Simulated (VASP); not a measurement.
# TiCo (Pm-3m) in VASP: notebook, part 2 of 2

VASP 6.6.1. Earlier steps stand in the parts before.

### Step 3. Single point, PBE, collinear spin, antiferromagnetic start

File INCAR:

```
SYSTEM = TiCo
  PREC = Accurate
  ENCUT = 520
  EDIFF = 1E-6
  ISMEAR = -1
  SIGMA = 0.03
  LREAL = .False.
  LASPH = .True.
  NELM = 150
  ALGO = Normal
  ISIF = 2
  LWAVE = .False.
  LCHARG = .False.
  ISPIN = 2
  MAGMOM = 0 0 1 -1
  LORBIT = 11
  LMAXMIX = 4
  GGA = PE
  NBANDS = 33
```

File KPOINTS:

```
Automatic mesh
0
Gamma
  12 12 12
  0 0 0
```

File POSCAR:

```
TiCo
1.0
    2.9861109900      2.9861109900      0.0000000000
    2.9861109900      0.0000000000      2.9861109900
    2.9861109900      0.0000000000     -2.9861109900
Ti Co
2 2
Direct
    0.0000000000      0.0000000000      0.0000000000
    0.0000000000      0.5000000000      0.5000000000
    0.5000000000      0.2500000000      0.7500000000
    0.5000000000      0.7500000000      0.2500000000
```

Potentials or basis: VASP PAW PBE potentials, release 64 (Ti_sv, Co).

The run is started by

```
cat potpaw_PBE.64/Ti_sv/POTCAR potpaw_PBE.64/Co/POTCAR > POTCAR
mpirun -np 1 vasp_std > vasp.out
```

OUTCAR:

```text
SYSTEM = TiCo
   PREC = Accurate
   ENCUT = 520
   EDIFF = 1E-6
   ISMEAR = -1
   LREAL = .False.
   LASPH = .True.
   NELM = 150
   ISIF = 2
   ISPIN = 2
   LORBIT = 11
   GGA = PE

 ion  position               nearest neighbor table
   1  0.000  0.000  0.000-   3 2.59   4 2.59   3 2.59   4 2.59   3 2.59   4 2.59   3 2.59   4 2.59

   2  0.000  0.500  0.500-   4 2.59   3 2.59   4 2.59   3 2.59   4 2.59   3 2.59   3 2.59   4 2.59

   3  0.500  0.250  0.750-   2 2.59   1 2.59   2 2.59   1 2.59   2 2.59   1 2.59   1 2.59   2 2.59
                             4 2.99   4 2.99   4 2.99   4 2.99   4 2.99   4 2.99
   4  0.500  0.750  0.250-   1 2.59   2 2.59   1 2.59   2 2.59   1 2.59   2 2.59   1 2.59   2 2.59
                             3 2.99   3 2.99   3 2.99   3 2.99   3 2.99   3 2.99

  LATTYP: Found a face centered cubic cell.
 ALAT       =     5.9722219800

  Lattice vectors:

 A1 = (   2.9861109900,   2.9861109900,   0.0000000000)
 A2 = (   2.9861109900,   0.0000000000,  -2.9861109900)
 A3 = (   0.0000000000,   2.9861109900,  -2.9861109900)

Analysis of symmetry for initial positions (statically):
=====================================================================
 Subroutine PRICEL returns following result:

  LATTYP: Found a simple cubic cell.
 ALAT       =     2.9861109900
[... 12 lines left out ...]
 Subroutine GETGRP returns: Found 48 space group operations
[... 5 lines left out ...]
Analysis of symmetry for dynamics (positions and initial velocities):
=====================================================================
 Subroutine PRICEL returns following result:

  LATTYP: Found a simple cubic cell.
 ALAT       =     2.9861109900
[... 12 lines left out ...]
 Subroutine GETGRP returns: Found 48 space group operations
 (whereof 48 operations were pure point group operations)
 out of a pool of 48 trial point group operations.

The dynamic configuration has the point symmetry O_h .

Analysis of structural, dynamic, and magnetic symmetry:
=====================================================================
 Subroutine PRICEL returns following result:

  LATTYP: Found a simple cubic cell.
 ALAT       =     2.9861109900
[... 12 lines left out ...]
 Subroutine GETGRP returns: Found 48 space group operations
 (whereof 48 operations were pure point group operations)
[... 158 lines left out ...]
 spin component 1

 k-point     1 :       0.0000    0.0000    0.0000
  band No.  band energies     occupation
      1     -47.2722      1.00000
      2     -47.1826      1.00000
      3     -23.5879      1.00000
      4     -23.5879      1.00000
      5     -23.5879      1.00000
      6     -23.3640      1.00000
[... 853 lines left out ...]
     32      15.5216      0.00000
     33      18.2314      0.00000

 [... further k-points ...]

 spin component 2

 k-point     1 :       0.0000    0.0000    0.0000
  band No.  band energies     occupation
      1     -47.2722      1.00000
      2     -47.1826      1.00000
      3     -23.5879      1.00000
      4     -23.5879      1.00000
      5     -23.5879      1.00000
      6     -23.3640      1.00000
[... 853 lines left out ...]
     32      15.5216      0.00000
     33      18.2314      0.00000

 [... further k-points ...]

------------------------ aborting loop because EDIFF is reached ----------------------------------------

  FORCE on cell =-STRESS in cart. coord.  units (eV):
  Direction    XX          YY          ZZ          XY          YZ          ZX
  --------------------------------------------------------------------------------------
  -------------------------------------------------------------------------------------
  Total       -0.6224545     -0.6224545     -0.6224545      0.0000000     -0.0000000      0.0000000
  in kB      -18.7270927    -18.7270927    -18.7270927      0.0000000     -0.0000000      0.0000000
  external PRESSURE =     -18.7270927 kB  Pullay stress =       0.0000000 kB

 VOLUME and BASIS-vectors are now :
 -----------------------------------------------------------------------------
  energy-cutoff  :      520.00
  volume of cell :       53.25
      direct lattice vectors                 reciprocal lattice vectors
     2.986110990  2.986110990  0.000000000     0.000000000  0.334883735  0.000000000
     2.986110990  0.000000000  2.986110990     0.167441867 -0.167441867  0.167441867
     2.986110990  0.000000000 -2.986110990     0.167441867 -0.167441867 -0.167441867

 POSITION                                       TOTAL-FORCE (eV/Angst)
 -----------------------------------------------------------------------------------
      0.00000      0.00000      0.00000        -0.000000      0.000000      0.000000
      2.98611      0.00000      0.00000        -0.000000      0.000000      0.000000
      4.47917      1.49306     -1.49306         0.000000     -0.000000     -0.000000
      4.47917      1.49306      1.49306         0.000000     -0.000000      0.000000
 -----------------------------------------------------------------------------------
    total drift:                                0.000000      0.000000      0.000000

  FREE ENERGIE OF THE ION-ELECTRON SYSTEM (eV)
  ---------------------------------------------------
  free  energy   TOTEN  =       -31.2997148718 eV

  energy  without entropy=      -31.2849685036  energy(sigma->0) =      -31.29234169

 total charge

# of ion       s       p       d       tot
------------------------------------------
    1        2.247   6.177   1.858  10.282
    2        2.247   6.177   1.858  10.282
    3        0.522   0.446   7.334   8.302
    4        0.522   0.446   7.334   8.302
--------------------------------------------------
tot          5.538  13.246  18.383  37.168

 magnetization (x)

# of ion       s       p       d       tot
------------------------------------------
    1        0.000   0.000   0.000   0.000
    2        0.000   0.000   0.000   0.000
    3       -0.015   0.012   0.613   0.610
    4        0.015  -0.012  -0.613  -0.610
--------------------------------------------------
tot          0.000  -0.000   0.000  -0.000
```

stdout:

```text
POSCAR found type information on POSCAR TiCo
 POSCAR found :  2 types and       4 ions
 scaLAPACK will be used
 LDA part: xc-table for (Slater+PW92), standard interpolation
 POSCAR, INCAR and KPOINTS ok, starting setup
 FFT: planning ... GRIDC
 FFT: planning ... GRID_SOFT
 FFT: planning ... GRID
 WAVECAR not read
 entering main loop
```

Run time: 6.6 min. Hardware: 1 thread of Oxide Virtual Turin-like, shared host; peak memory 0.29 GiB.

Results:

```yaml
Free_energy: -31.2997 eV
Pressure: -1.9 GPa
Band_gap_on_the_k_mesh: zero (filled and empty bands overlap)
Net_moment: 0.00 μB per cell
Site_moments: Ti +0.00; Co +0.61, -0.61 μB
Valence_electrons_inside_the_program's_atomic_spheres: Ti 10.28; Co 8.30
```

Levels at points of the mesh, in eV from the Fermi level:
Spin up:
| k point | band 19 | band 20 | band 21 | band 22 | band 23 | band 24 |
| --- | --- | --- | --- | --- | --- | --- |
| (0.00, 0.00, 0.00) | -1.41 | -1.41 | -0.59 | -0.59 | 0.88 | 0.88 |
| (0.50, 0.00, 0.00) | -0.72 | -0.48 | -0.38 | 0.39 | 0.68 | 0.68 |
| (0.00, 0.50, 0.00) | -1.94 | -1.94 | 0.56 | 0.56 | 0.95 | 0.95 |
Spin down:
```csv
k point,band 17,band 18,band 19,band 20,band 21,band 22,band 23,band 24,band 25,band 26
"(0.00, 0.00, 0.00)",-2.03,-1.41,-1.41,-1.41,-0.59,-0.59,0.88,0.88,2.75,2.75
"(0.50, 0.00, 0.00)",-1.50,-1.03,-0.72,-0.48,-0.38,0.39,0.68,0.68,0.70,0.70
"(0.00, 0.50, 0.00)",-2.26,-2.01,-1.94,-1.94,0.56,0.56,0.95,0.95,1.58,1.58
```
